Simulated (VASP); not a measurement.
# VH (Fm-3m) in VASP: a series of runs, part 2 of 3

VASP 6.6.1. The steps go on from the part before.

### Step 3. Single point, PBEsol, collinear spin, ferromagnetic start

This run uses another cell than the first one, of 7.57 Å³/atom.

Input file INCAR:

```
SYSTEM = VH
ALGO     = Normal         ! electronic algorithm
EDIFF    = 1E-6           ! SCF threshold, eV
ENCUT    = 520            ! plane-wave cutoff, eV
GGA      = PS             ! functional
ISIF     = 2              ! what is computed and relaxed
ISMEAR   = -1             ! smearing method
ISPIN    = 2              ! spin polarisation
LASPH    = .True.         ! aspherical terms in the spheres
LCHARG   = .False.        ! write CHGCAR
LMAXMIX  = 4              ! l up to which the mixer works
LORBIT   = 11             ! projections on sites
LREAL    = .False.        ! projectors in reciprocal space
LWAVE    = .False.        ! write WAVECAR
MAGMOM   = 1.5 0          ! initial moments
NBANDS   = 18             ! bands
NELM     = 150            ! most SCF steps
PREC     = Accurate       ! precision mode
SIGMA    = 0.1            ! smearing width, eV
```

Input file KPOINTS:

```
k-points
0
Gamma
  13 13 13
  0 0 0
```

Input file POSCAR:

```
VH
1.0
    0.0000000000      1.9637540000      1.9637540000
    1.9637540000      0.0000000000      1.9637540000
    1.9637540000      1.9637540000      0.0000000000
V H
1 1
Direct
    0.0000000000      0.0000000000      0.0000000000
    0.5000000000      0.5000000000      0.5000000000
```

Potentials or basis: VASP PAW PBE potentials, release 64 (V_sv, H).

On the command line:

```
$ cat potpaw_PBE.64/V_sv/POTCAR potpaw_PBE.64/H/POTCAR > POTCAR
$ mpirun -np 1 vasp_std > vasp.out
```

OUTCAR:

```text
SYSTEM = VH
   EDIFF = 1E-6
   ENCUT = 520
   GGA = PS
   ISIF = 2
   ISMEAR = -1
   ISPIN = 2
   LASPH = .True.
   LORBIT = 11
   LREAL = .False.
   NELM = 150
   PREC = Accurate

 ion  position               nearest neighbor table
   1  0.000  0.000  0.000-
   2  0.500  0.500  0.500-

  LATTYP: Found a face centered cubic cell.
 ALAT       =     3.9275080000

  Lattice vectors:

 A1 = (   0.0000000000,   1.9637540000,   1.9637540000)
 A2 = (   1.9637540000,   0.0000000000,   1.9637540000)
 A3 = (   1.9637540000,   1.9637540000,   0.0000000000)

Analysis of symmetry for initial positions (statically):
=====================================================================
 Subroutine PRICEL returns:
 Original cell was already a primitive cell.

 Routine SETGRP: Setting up the symmetry group for a
 face centered cubic supercell.

 Subroutine GETGRP returns: Found 48 space group operations
 (whereof 48 operations were pure point group operations)
 out of a pool of 48 trial point group operations.

The static configuration has the point symmetry O_h .

Analysis of symmetry for dynamics (positions and initial velocities):
=====================================================================
 Subroutine PRICEL returns:
 Original cell was already a primitive cell.

 Routine SETGRP: Setting up the symmetry group for a
 face centered cubic supercell.

 Subroutine GETGRP returns: Found 48 space group operations
 (whereof 48 operations were pure point group operations)
 out of a pool of 48 trial point group operations.

The dynamic configuration has the point symmetry O_h .

Analysis of structural, dynamic, and magnetic symmetry:
=====================================================================
 Subroutine PRICEL returns:
 Original cell was already a primitive cell.

 Routine SETGRP: Setting up the symmetry group for a
 face centered cubic supercell.

 Subroutine GETGRP returns: Found 48 space group operations
 (whereof 48 operations were pure point group operations)
 out of a pool of 48 trial point group operations.

The overall configuration has the point symmetry O_h .

 Subroutine INISYM returns: Found 48 space group operations
 (whereof 48 operations are pure point group operations),
 and found     1 'primitive' translations

----------------------------------------------------------------------------------------

                                     Primitive cell

  volume of cell :      15.1458

  direct lattice vectors                    reciprocal lattice vectors
     0.000000000  1.963754000  1.963754000    -0.254614376  0.254614376  0.254614376
     1.963754000  0.000000000  1.963754000     0.254614376 -0.254614376  0.254614376
     1.963754000  1.963754000  0.000000000     0.254614376  0.254614376 -0.254614376

  length of vectors
     2.777167540  2.777167540  2.777167540     0.441005036  0.441005036  0.441005036

  position of ions in fractional coordinates (direct lattice)
     0.000000000  0.000000000  0.000000000
     0.500000000  0.500000000  0.500000000

  ion indices of the primitive-cell ions
   primitive index   ion index
                 1           1
                 2           2

----------------------------------------------------------------------------------------

 KPOINTS: k-points

Automatic generation of k-mesh.
 Grid dimensions read from file:
 generate k-points for:   13   13   13

 Generating k-lattice:

  Cartesian coordinates                     Fractional coordinates (reciprocal lattice)
[... 59 lines left out ...]
   NELM   =    150;   NELMIN=  2; NELMDL= -5     # of ELM steps
   EDIFF  = 0.1E-05   stopping-criterion for ELM
   LREAL  =      F    real-space projection
   EDIFFG = 0.1E-04   stopping-criterion for IOM
   NSW    =      0    number of steps for IOM
   IBRION =     -1    ionic relax: 0-MD 1-quasi-New 2-CG
   NFREE  =      0    steps in history (QN), initial steepest desc. (CG)
   ISIF   =      2    stress and relaxation
   ISYM   =      2    0-nonsym 1-usesym 2-fastsym
   POTIM  = 0.5000    time-step for ionic-motion
   TEBEG  =    0.0;   TEEND  =   0.0 temperature during run
   PSTRESS=    0.0 pullay stress
   NELECT =      14.0000    total number of electrons
   NUPDOWN=      -1.0000    fix difference up-down
   EMIN   =  10.00;   EMAX   =-10.00  energy-range for DOS
   EFERMI =   0.00;   METHOD = LEGACY
   ISMEAR =    -1;   SIGMA  =   0.10  broadening in eV -4-tet -1-fermi 0-gaus
   EFERMI_NEDOS =   21; number of points for ismear=-14 and -15
   IALGO  =     38    algorithm
   IMIX   =      4    mixing-type and parameters
     AMIX     =   0.40;   BMIX     =  1.00
     AMIX_MAG =   1.60;   BMIX_MAG =  1.00
  volume/ion in A,a.u.               =       7.57        51.10
  Fermi-wavevector in a.u.,A,eV,Ry     =   1.594730  3.013602 34.601833  2.543163
  Thomas-Fermi vector in A             =   2.692759
   LORBIT       =     11    0 simple, 1 ext, 2 COOP (PROOUT), +10 PAW based schemes
   GGA     = PS    functional components
   LHFCALC =     F    Hartree Fock is set to
   AEXX    =    0.0000 exact exchange contribution
   IVDW    =     0    specifies the selected vdW correction
   LEPSILON=     F    determine dielectric tensor
   LRPA    =     F    only Hartree local field effects (RPA)
 spin polarized calculation
  energy-cutoff  :      520.00
  volume of cell :       15.15
 maximum number of plane-waves:       423
 NGX is ok and might be reduce to    24
   NGX = 11   NGY = 11   NGZ = 11

 number of electron      14.0000004 magnetization      -0.0001125

 number of electron      14.0000004 magnetization       0.0001669

 Free energy of the ion-electron system (eV)
  ---------------------------------------------------
  ext. energy  EPLUGINS =         0.00000000
  ---------------------------------------------------
  free energy    TOTEN  =       -13.40581090 eV

  energy without entropy =      -13.35485846  energy(sigma->0) =      -13.38033468

 E-fermi :   9.7785     XC(G=0): -13.1137

 val. band max:        9.7627036158   @ k =  -0.4615   0.1538   0.0000
 cond. band min:       9.7834430889   @ k =   0.4615   0.1538   0.0769
 fundamental gap:      0.0207394731
 Fermi energy:         9.7784503468

 spin component 1

 k-point     1 :       0.0000    0.0000    0.0000
  band No.  band energies     occupation
      1     -54.1037      1.00000
      2     -27.6953      1.00000
      3     -27.6953      1.00000
      4     -27.6953      1.00000
      5      -0.7346      1.00000
      6       9.7157      0.65195
[... 493 lines left out ...]
     17      36.5972      0.00000
     18      41.3215      0.00000

 [... further k-points ...]

 spin component 2

 k-point     1 :       0.0000    0.0000    0.0000
  band No.  band energies     occupation
      1     -54.1035      1.00000
      2     -27.6950      1.00000
      3     -27.6950      1.00000
      4     -27.6950      1.00000
      5      -0.7345      1.00000
      6       9.7158      0.65176
[... 493 lines left out ...]
     17      36.5971      0.00000
     18      41.3215      0.00000

 [... further k-points ...]

------------------------ aborting loop because EDIFF is reached ----------------------------------------

  FORCE on cell =-STRESS in cart. coord.  units (eV):
  Direction    XX          YY          ZZ          XY          YZ          ZX
  --------------------------------------------------------------------------------------
  -------------------------------------------------------------------------------------
  Total       -0.3570369     -0.3570369     -0.3570369     -0.0000000     -0.0000000     -0.0000000
  in kB      -37.7687386    -37.7687386    -37.7687386     -0.0000000     -0.0000000     -0.0000000
  external PRESSURE =     -37.7687386 kB  Pullay stress =       0.0000000 kB

 VOLUME and BASIS-vectors are now :
 -----------------------------------------------------------------------------
  energy-cutoff  :      520.00
  volume of cell :       15.15
      direct lattice vectors                 reciprocal lattice vectors
     0.000000000  1.963754000  1.963754000    -0.254614376  0.254614376  0.254614376
     1.963754000  0.000000000  1.963754000     0.254614376 -0.254614376  0.254614376
     1.963754000  1.963754000  0.000000000     0.254614376  0.254614376 -0.254614376

 POSITION                                       TOTAL-FORCE (eV/Angst)
 -----------------------------------------------------------------------------------
      0.00000      0.00000      0.00000        -0.000000      0.000000     -0.000000
      1.96375      1.96375      1.96375         0.000000     -0.000000      0.000000
 -----------------------------------------------------------------------------------
    total drift:                                0.000000     -0.000000     -0.000000

  FREE ENERGIE OF THE ION-ELECTRON SYSTEM (eV)
  ---------------------------------------------------
  free  energy   TOTEN  =       -13.4058108975 eV

  energy  without entropy=      -13.3548584570  energy(sigma->0) =      -13.38033468

 total charge

# of ion       s       p       d       tot
------------------------------------------
    1        2.273   6.243   3.141  11.657
    2        0.533   0.031   0.000   0.565
--------------------------------------------------
tot          2.806   6.274   3.141  12.221

 magnetization (x)

# of ion       s       p       d       tot
------------------------------------------
    1        0.000   0.000   0.000   0.000
    2       -0.000   0.000   0.000  -0.000
--------------------------------------------------
tot         -0.000   0.000   0.000   0.000
```

It took 42 s on 1 thread of AMD EPYC 7R13 (Zen 3), shared host; peak memory 0.14 GiB.

Results:

```yaml
Free_energy: -13.4058 eV
Pressure: -3.8 GPa
Band_gap_on_the_k_mesh: zero (filled and empty bands overlap)
Net_moment: 0.00 μB per cell
Valence_electrons_inside_the_program's_atomic_spheres: V 11.66; H 0.56
```

Levels at points of the mesh, in eV from the Fermi level:
Spin up:
```csv
k point,band 5,band 6,band 7,band 8,band 9,band 10
"(0.00, 0.00, 0.00)",-10.51,-0.06,-0.06,-0.06,1.43,1.43
```
Spin down:
| k point | band 4 | band 5 | band 6 | band 7 | band 8 | band 9 | band 10 | band 11 |
| --- | --- | --- | --- | --- | --- | --- | --- | --- |
| (0.00, 0.00, 0.00) | -37.47 | -10.51 | -0.06 | -0.06 | -0.06 | 1.43 | 1.43 | 12.79 |

Caveat: the cell stands under tension; the moments typed at the start vanished in this run; the PAW data sets were made with another functional, which shifts forces and pressure a little.

### Step 4. Single point, PBEsol, collinear spin, ferromagnetic start

This run uses another cell than the first one, of 7.72 Å³/atom.

Input file INCAR:

```
PREC = Accurate ; ENCUT = 520
EDIFF = 1E-6 ; ISMEAR = -1
SIGMA = 0.1 ; LREAL = False
LASPH = True ; NELM = 150
ALGO = Normal ; ISIF = 2
LWAVE = False ; LCHARG = False
ISPIN = 2 ; MAGMOM = 1.5 0
LORBIT = 11 ; LMAXMIX = 4
GGA = PS ; NBANDS = 18
```

Input file KPOINTS:

```
regular mesh
0
Gamma
  13 13 13
```

Input file POSCAR:

```
VH
1.0
    0.0000000000      1.9767593724      1.9767593724
    1.9767593724      0.0000000000      1.9767593724
    1.9767593724      1.9767593724      0.0000000000
V H
1 1
Direct
    0.0000000000      0.0000000000      0.0000000000
    0.5000000000      0.5000000000      0.5000000000
```

On the command line:

```
$ cat potpaw_PBE.64/V_sv/POTCAR potpaw_PBE.64/H/POTCAR > POTCAR
$ mpirun -np 1 vasp_std > vasp.out
```

Wall time 42 s (1 thread of AMD EPYC 7R13 (Zen 3), shared host); peak memory 0.14 GiB.

It converged, with:

| Quantity | Value |
| --- | --- |
| Free energy | -13.3955 eV |
| Pressure | -7.6 GPa |
| Band gap on the k mesh | zero (filled and empty bands overlap) |
| Net moment | 0.00 μB per cell |
| Valence electrons inside the program's atomic spheres | V 11.62; H 0.56 |

Levels at points of the mesh, in eV from the Fermi level:
Spin up:
```tsv
k point	band 5	band 6	band 7	band 8	band 9	band 10
(0.00, 0.00, 0.00)	-10.41	-0.06	-0.06	-0.06	1.39	1.39
```
Spin down:
```csv
k point,band 5,band 6,band 7,band 8,band 9,band 10
"(0.00, 0.00, 0.00)",-10.41,-0.06,-0.06,-0.06,1.39,1.39
```

Caveat: the cell stands under tension; the moments typed at the start vanished in this run; the PAW data sets were made with another functional, which shifts forces and pressure a little.

### Step 5. Single point, PBEsol, collinear spin, ferromagnetic start

This run uses another cell than the first one, of 7.88 Å³/atom.

Input file INCAR:

```
SYSTEM = VH
ALGO     = Normal         ! electronic algorithm
EDIFF    = 1E-6           ! SCF threshold, eV
ENCUT    = 520            ! plane-wave cutoff, eV
GGA      = PS             ! functional
ISIF     = 2              ! what is computed and relaxed
ISMEAR   = -1             ! smearing method
ISPIN    = 2              ! spin polarisation
LASPH    = .TRUE.         ! aspherical terms in the spheres
LCHARG   = .FALSE.        ! write CHGCAR
LMAXMIX  = 4              ! l up to which the mixer works
LORBIT   = 11             ! projections on sites
LREAL    = .FALSE.        ! projectors in reciprocal space
LWAVE    = .FALSE.        ! write WAVECAR
MAGMOM   = 1.5 0          ! initial moments
NBANDS   = 18             ! bands
NELM     = 150            ! most SCF steps
PREC     = Accurate       ! precision mode
SIGMA    = 0.1            ! smearing width, eV
```

Input file KPOINTS:

```
k-points
0
G
  13 13 13
  0 0 0
```

Input file POSCAR:

```
VH
1.0
    0.0000000000      1.9895958319      1.9895958319
    1.9895958319      0.0000000000      1.9895958319
    1.9895958319      1.9895958319      0.0000000000
V H
1 1
Direct
    0.0000000000      0.0000000000      0.0000000000
    0.5000000000      0.5000000000      0.5000000000
```

Potentials or basis: VASP PAW PBE potentials, release 64 (V_sv, H).

On the command line:

```
$ cat potpaw_PBE.64/V_sv/POTCAR potpaw_PBE.64/H/POTCAR > POTCAR
$ mpirun -np 1 vasp_std > vasp.out
```

OUTCAR:

```text
SYSTEM = VH
   EDIFF = 1E-6
   ENCUT = 520
   GGA = PS
   ISIF = 2
   ISMEAR = -1
   ISPIN = 2
   LASPH = .TRUE.
   LORBIT = 11
   LREAL = .FALSE.
   NELM = 150
   PREC = Accurate

 ion  position               nearest neighbor table
   1  0.000  0.000  0.000-
   2  0.500  0.500  0.500-

  LATTYP: Found a face centered cubic cell.
 ALAT       =     3.9791916638

  Lattice vectors:

 A1 = (   0.0000000000,   1.9895958319,   1.9895958319)
 A2 = (   1.9895958319,   0.0000000000,   1.9895958319)
 A3 = (   1.9895958319,   1.9895958319,   0.0000000000)

Analysis of symmetry for initial positions (statically):
=====================================================================
 Subroutine PRICEL returns:
 Original cell was already a primitive cell.

 Routine SETGRP: Setting up the symmetry group for a
 face centered cubic supercell.

 Subroutine GETGRP returns: Found 48 space group operations
 (whereof 48 operations were pure point group operations)
 out of a pool of 48 trial point group operations.

The static configuration has the point symmetry O_h .

Analysis of symmetry for dynamics (positions and initial velocities):
[... 1195 lines left out ...]

 [... further k-points ...]

------------------------ aborting loop because EDIFF is reached ----------------------------------------

  FORCE on cell =-STRESS in cart. coord.  units (eV):
  Direction    XX          YY          ZZ          XY          YZ          ZX
  --------------------------------------------------------------------------------------
  -------------------------------------------------------------------------------------
  Total       -1.0822095     -1.0822095     -1.0822095      0.0000000      0.0000000      0.0000000
  in kB     -110.0771870   -110.0771870   -110.0771870      0.0000000      0.0000000      0.0000000
  external PRESSURE =    -110.0771870 kB  Pullay stress =       0.0000000 kB

 VOLUME and BASIS-vectors are now :
 -----------------------------------------------------------------------------
  energy-cutoff  :      520.00
  volume of cell :       15.75
      direct lattice vectors                 reciprocal lattice vectors
     0.000000000  1.989595832  1.989595832    -0.251307322  0.251307322  0.251307322
     1.989595832  0.000000000  1.989595832     0.251307322 -0.251307322  0.251307322
     1.989595832  1.989595832  0.000000000     0.251307322  0.251307322 -0.251307322

 POSITION                                       TOTAL-FORCE (eV/Angst)
 -----------------------------------------------------------------------------------
      0.00000      0.00000      0.00000         0.000000      0.000000      0.000000
      1.98960      1.98960      1.98960        -0.000000     -0.000000     -0.000000
 -----------------------------------------------------------------------------------
    total drift:                                0.000000     -0.000000     -0.000000

  FREE ENERGIE OF THE ION-ELECTRON SYSTEM (eV)
  ---------------------------------------------------
  free  energy   TOTEN  =       -13.3782943672 eV

  energy  without entropy=      -13.3255417026  energy(sigma->0) =      -13.35191803

 total charge

# of ion       s       p       d       tot
------------------------------------------
    1        2.263   6.226   3.102  11.592
    2        0.523   0.029   0.000   0.552
--------------------------------------------------
tot          2.786   6.255   3.102  12.144

 magnetization (x)

# of ion       s       p       d       tot
------------------------------------------
    1        0.000  -0.000  -0.000  -0.000
    2       -0.000  -0.000   0.000  -0.000
--------------------------------------------------
tot          0.000  -0.000  -0.000  -0.000
```

It took 42 s on 1 thread of AMD EPYC 7R13 (Zen 3), shared host; peak memory 0.14 GiB.

What came out:

| Quantity | Value |
| --- | --- |
| Free energy | -13.3783 eV |
| Pressure | -11.0 GPa |
| Band gap on the k mesh | zero (filled and empty bands overlap) |
| Net moment | 0.00 μB per cell |
| Valence electrons inside the program's atomic spheres | V 11.59; H 0.55 |

Caveat: the cell stands under tension; the moments typed at the start vanished in this run; the PAW data sets were made with another functional, which shifts forces and pressure a little.

[end of part 2 of 3]

The gap in the log of VASP goes by the Fermi energy; the results here count the filled bands.